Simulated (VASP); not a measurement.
Here is a VASP 6.6.1 calculation.

POSCAR

```
AlGaN2
1.0
    3.1385264188      0.0000000000      0.0000000000
    0.0000000000      3.1385264188      0.0000000000
    0.0000000000      0.0000000000      8.8447134538
Al Ga N
2 2 4
Direct
    0.5000000000      0.5000000000      0.2500000000
    0.5000000000      0.5000000000      0.7500000000
    0.0000000000      0.0000000000      0.0037660705
    0.0000000000      0.0000000000      0.4962339295
    0.5000000000      0.0000000000      0.3865008684
    0.5000000000      0.0000000000      0.8525823020
    0.0000000000      0.5000000000      0.1134991316
    0.0000000000      0.5000000000      0.6474176980
```

Contents of INCAR.step1:

```
ALGO     = Normal         # electronic algorithm
EDIFF    = 1E-4           # SCF threshold, eV
ENCUT    = 520            # plane-wave cutoff, eV
GGA      = PE             # functional
ISMEAR   = 0              # smearing method
LASPH    = True           # aspherical terms in the spheres
LCHARG   = False          # write CHGCAR
LREAL    = False          # projectors in reciprocal space
LWAVE    = True           # write WAVECAR
NBANDS   = 36             # bands
NELM     = 80             # most SCF steps
PREC     = Accurate       # precision mode
SIGMA    = 0.05           # smearing width, eV
```

The input INCAR.step2:

```
ALGO     = Normal         # electronic algorithm
EDIFF    = 1E-7           # SCF threshold, eV
ENCUT    = 520            # plane-wave cutoff, eV
ISIF     = 2              # what is computed and relaxed
ISMEAR   = 0              # smearing method
ISTART   = 1            
LASPH    = True           # aspherical terms in the spheres
LCHARG   = False          # write CHGCAR
LMIXTAU  = True         
LREAL    = False          # projectors in reciprocal space
LWAVE    = False          # write WAVECAR
METAGGA  = R2SCAN         # meta-GGA
NBANDS   = 36             # bands
NELM     = 80             # most SCF steps
PREC     = Accurate       # precision mode
SIGMA    = 0.05           # smearing width, eV
```

Contents of KPOINTS:

```
k-points
0
Gamma
  8 8 4
```

Potentials or basis: VASP PAW PBE potentials, release 64 (Al, Ga_d, N).

Launch:

```bash
$ cat potpaw_PBE.64/Al/POTCAR potpaw_PBE.64/Ga_d/POTCAR potpaw_PBE.64/N/POTCAR > POTCAR
$ cp INCAR.step1 INCAR
$ mpirun -np 1 vasp_std > vasp.out
$ cp INCAR.step2 INCAR
$ mpirun -np 1 vasp_std > vasp.out
```

**Question.** What does it give for the largest force?

**Answer.** 4.626 eV/Å.

**Question.** What does it give for the pressure?

**Answer.** 4.4 GPa.

**Question.** Estimate the band gap on the k mesh.

**Answer.** 2.21 eV.

Stress tensor (GPa, compression positive):
```
 7.09  0.00  0.00
 0.00  7.09  0.00
 0.00  0.00 -0.89
```

Caveat: the cell differs from its parent crystal (atoms displaced along a vibrational mode); the cell stands under pressure; the PAW data sets were made with another functional, which shifts forces and pressure a little. A k mesh can miss the band edges.
